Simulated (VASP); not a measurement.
# Cr (Im-3m) in VASP: a series of runs, part 2 of 2

VASP 6.6.1.

### 4 Single point, PBE, collinear spin, antiferromagnetic start (volume scaled by 1.040)

Input file INCAR:

```
SYSTEM = Cr
ALGO = Normal ; EDIFF = 1E-6
ENCUT = 520 ; GGA = PE
ISIF = 2 ; ISMEAR = 0
ISPIN = 2 ; LASPH = .TRUE.
LCHARG = .TRUE. ; LELF = .TRUE.
LMAXMIX = 4 ; LORBIT = 11
LREAL = .FALSE. ; LVHAR = .TRUE.
LWAVE = .FALSE. ; MAGMOM = 1.27 -1.27
NBANDS = 23 ; NELM = 150
PREC = Accurate ; SIGMA = 0.05
```

Input file KPOINTS:

```
k-points
0
G
  16 16 16
  0 0 0
```

Input file POSCAR:

```
Cr
1.0
    2.9041509337      0.0000000000      0.0000000000
    0.0000000000      2.9041509337      0.0000000000
    0.0000000000      0.0000000000      2.9041509337
Cr
2
Direct
    0.0000000000      0.0000000000      0.0000000000
    0.5000000000      0.5000000000      0.5000000000
```

Potentials or basis: VASP PAW PBE potentials, release 64 (Cr_pv).

Command:

```console
$ cat potpaw_PBE.64/Cr_pv/POTCAR > POTCAR
$ mpirun -np 1 vasp_std > vasp.out
```

OUTCAR:

```text
SYSTEM = Cr
   EDIFF = 1E-6
   ENCUT = 520
   GGA = PE
   ISIF = 2
   ISMEAR = 0
   ISPIN = 2
   LASPH = .TRUE.
   LORBIT = 11
   LREAL = .FALSE.
   NELM = 150
   PREC = Accurate

 ion  position               nearest neighbor table
   1  0.000  0.000  0.000-   2 2.52   2 2.52   2 2.52   2 2.52   2 2.52   2 2.52   2 2.52   2 2.52

   2  0.500  0.500  0.500-   1 2.52   1 2.52   1 2.52   1 2.52   1 2.52   1 2.52   1 2.52   1 2.52

  LATTYP: Found a simple cubic cell.
 ALAT       =     2.9041509337

  Lattice vectors:

 A1 = (   2.9041509337,   0.0000000000,   0.0000000000)
 A2 = (   0.0000000000,   2.9041509337,   0.0000000000)
 A3 = (   0.0000000000,   0.0000000000,   2.9041509337)

Analysis of symmetry for initial positions (statically):
=====================================================================
 Subroutine PRICEL returns following result:

  LATTYP: Found a body centered cubic cell.
 ALAT       =     2.9041509337
[... 12 lines left out ...]
 Subroutine GETGRP returns: Found 48 space group operations
 (whereof 48 operations were pure point group operations)
 out of a pool of 48 trial point group operations.

The static configuration has the point symmetry O_h .

Analysis of symmetry for dynamics (positions and initial velocities):
=====================================================================
 Subroutine PRICEL returns following result:

  LATTYP: Found a body centered cubic cell.
 ALAT       =     2.9041509337
[... 12 lines left out ...]
 Subroutine GETGRP returns: Found 48 space group operations
 (whereof 48 operations were pure point group operations)
 out of a pool of 48 trial point group operations.

The dynamic configuration has the point symmetry O_h .

Analysis of structural, dynamic, and magnetic symmetry:
=====================================================================
 Subroutine PRICEL returns following result:

  LATTYP: Found a body centered cubic cell.
 ALAT       =     2.9041509337
[... 12 lines left out ...]
 Subroutine GETGRP returns: Found 48 space group operations
 (whereof 48 operations were pure point group operations)
 out of a pool of 48 trial point group operations.

The overall configuration has the point symmetry O_h .

 Subroutine INISYM returns: Found 48 space group operations
 (whereof 48 operations are pure point group operations),
 and found     2 'primitive' translations

----------------------------------------------------------------------------------------

                                     Primitive cell

  volume of cell :      12.2469

  direct lattice vectors                    reciprocal lattice vectors
     1.452075467  1.452075467 -1.452075467     0.344334720  0.344334720  0.000000000
    -1.452075467  1.452075467  1.452075467    -0.000000000  0.344334720  0.344334720
     1.452075467 -1.452075467  1.452075467     0.344334720  0.000000000  0.344334720

  length of vectors
     2.515068485  2.515068485  2.515068485     0.486962832  0.486962832  0.486962832

  position of ions in fractional coordinates (direct lattice)
     0.000000000  0.000000000  0.000000000

  ion indices of the primitive-cell ions
   primitive index   ion index
                 1           1

----------------------------------------------------------------------------------------
[... 64 lines left out ...]
   ISPIN  =      2    spin polarized calculation?
   LNONCOLLINEAR =      F non collinear calculations
   LSORBIT =      F    spin-orbit coupling
   LASPH  =      T    aspherical Exc in radial PAW
   ENCUT  =  520.0 eV  38.22 Ry    6.18 a.u.   5.40  5.40  5.40*2*pi/ulx,y,z
   NELM   =    150;   NELMIN=  2; NELMDL= -5     # of ELM steps
   EDIFF  = 0.1E-05   stopping-criterion for ELM
   LREAL  =      F    real-space projection
   EDIFFG = 0.1E-04   stopping-criterion for IOM
   NSW    =      0    number of steps for IOM
   IBRION =     -1    ionic relax: 0-MD 1-quasi-New 2-CG
   NFREE  =      0    steps in history (QN), initial steepest desc. (CG)
   ISIF   =      2    stress and relaxation
   ISYM   =      2    0-nonsym 1-usesym 2-fastsym
   POTIM  = 0.5000    time-step for ionic-motion
   TEBEG  =    0.0;   TEEND  =   0.0 temperature during run
   PSTRESS=    0.0 pullay stress
   NELECT =      24.0000    total number of electrons
   NUPDOWN=      -1.0000    fix difference up-down
   EMIN   =  10.00;   EMAX   =-10.00  energy-range for DOS
   EFERMI =   0.00;   METHOD = LEGACY
   ISMEAR =     0;   SIGMA  =   0.05  broadening in eV -4-tet -1-fermi 0-gaus
   EFERMI_NEDOS =   21; number of points for ismear=-14 and -15
   IALGO  =     38    algorithm
   IMIX   =      4    mixing-type and parameters
     AMIX     =   0.40;   BMIX     =  1.00
     AMIX_MAG =   1.60;   BMIX_MAG =  1.00
  volume/ion in A,a.u.               =      12.25        82.65
  Fermi-wavevector in a.u.,A,eV,Ry     =   1.626021  3.072734 35.973031  2.643943
  Thomas-Fermi vector in A             =   2.719048
   LORBIT       =     11    0 simple, 1 ext, 2 COOP (PROOUT), +10 PAW based schemes
   GGA     = PE    functional components
   LHFCALC =     F    Hartree Fock is set to
   AEXX    =    0.0000 exact exchange contribution
   IVDW    =     0    specifies the selected vdW correction
   LEPSILON=     F    determine dielectric tensor
   LRPA    =     F    only Hartree local field effects (RPA)
 spin polarized calculation
 Gauss-broadening in eV      SIGMA  =   0.05
  energy-cutoff  :      520.00
  volume of cell :       24.49
 maximum number of plane-waves:       691
 NGX is ok and might be reduce to    24
   NGX = 11   NGY = 11   NGZ = 11

 number of electron      23.9999995 magnetization       0.0000000

 number of electron      23.9999995 magnetization      -0.0000000

 Free energy of the ion-electron system (eV)
  ---------------------------------------------------
  ext. energy  EPLUGINS =         0.00000000
  ---------------------------------------------------
  free energy    TOTEN  =       -19.04186796 eV

  energy without entropy =      -19.04091107  energy(sigma->0) =      -19.04138951

 E-fermi :  10.1291     XC(G=0): -13.3090

 val. band max:       10.1204878975   @ k =   0.5000   0.3750   0.0625
 cond. band min:      10.1391841506   @ k =   0.4375   0.1250   0.0625
 fundamental gap:      0.0186962531
 Fermi energy:        10.1291038536

 spin component 1

 k-point     1 :       0.0000    0.0000    0.0000
  band No.  band energies     occupation
      1     -33.4738      1.00000
      2     -33.4738      1.00000
      3     -33.4738      1.00000
      4     -31.9867      1.00000
      5     -31.9867      1.00000
      6     -31.9867      1.00000
[... 613 lines left out ...]
     22      24.9272      0.00000
     23      28.0572      0.00000

 [... further k-points ...]

 spin component 2

 k-point     1 :       0.0000    0.0000    0.0000
  band No.  band energies     occupation
      1     -33.4738      1.00000
      2     -33.4738      1.00000
      3     -33.4738      1.00000
      4     -31.9867      1.00000
      5     -31.9867      1.00000
      6     -31.9867      1.00000
[... 613 lines left out ...]
     22      24.9272      0.00000
     23      28.0690      0.00000

 [... further k-points ...]

------------------------ aborting loop because EDIFF is reached ----------------------------------------

  FORCE on cell =-STRESS in cart. coord.  units (eV):
  Direction    XX          YY          ZZ          XY          YZ          ZX
  --------------------------------------------------------------------------------------
  -------------------------------------------------------------------------------------
  Total       -0.9473938     -0.9473938     -0.9473938      0.0000000      0.0000000      0.0000000
  in kB      -61.9702957    -61.9702957    -61.9702957      0.0000000      0.0000000      0.0000000
  external PRESSURE =     -61.9702957 kB  Pullay stress =       0.0000000 kB

 VOLUME and BASIS-vectors are now :
 -----------------------------------------------------------------------------
  energy-cutoff  :      520.00
  volume of cell :       24.49
      direct lattice vectors                 reciprocal lattice vectors
     2.904150934  0.000000000  0.000000000     0.344334720  0.000000000  0.000000000
     0.000000000  2.904150934  0.000000000     0.000000000  0.344334720  0.000000000
     0.000000000  0.000000000  2.904150934     0.000000000  0.000000000  0.344334720

 POSITION                                       TOTAL-FORCE (eV/Angst)
 -----------------------------------------------------------------------------------
      0.00000      0.00000      0.00000        -0.000000     -0.000000     -0.000000
      1.45208      1.45208      1.45208         0.000000      0.000000      0.000000
 -----------------------------------------------------------------------------------
    total drift:                                0.000000      0.000000     -0.000000

  FREE ENERGIE OF THE ION-ELECTRON SYSTEM (eV)
  ---------------------------------------------------
  free  energy   TOTEN  =       -19.0418679573 eV

  energy  without entropy=      -19.0409110716  energy(sigma->0) =      -19.04138951

 total charge

# of ion       s       p       d       tot
------------------------------------------
    1        0.419   6.368   4.154  10.941
    2        0.419   6.368   4.154  10.941
--------------------------------------------------
tot          0.838  12.736   8.308  21.882

 magnetization (x)

# of ion       s       p       d       tot
------------------------------------------
    1        0.018   0.012   1.360   1.390
    2       -0.018  -0.012  -1.360  -1.390
--------------------------------------------------
tot          0.000   0.000   0.000   0.000
```

Run time: 4.2 min. Hardware: 1 thread of Oxide Virtual Turin-like, shared host; peak memory 0.2 GiB.

What came out:

```
Free energy                                           : -19.0419 eV
Pressure                                              : -6.2 GPa
Band gap on the k mesh                                : zero (filled and empty bands overlap)
Net moment                                            : 0.00 μB per cell
Site moments                                          : Cr +1.39, -1.39 μB
Valence electrons inside the program's atomic spheres : Cr 10.94
```
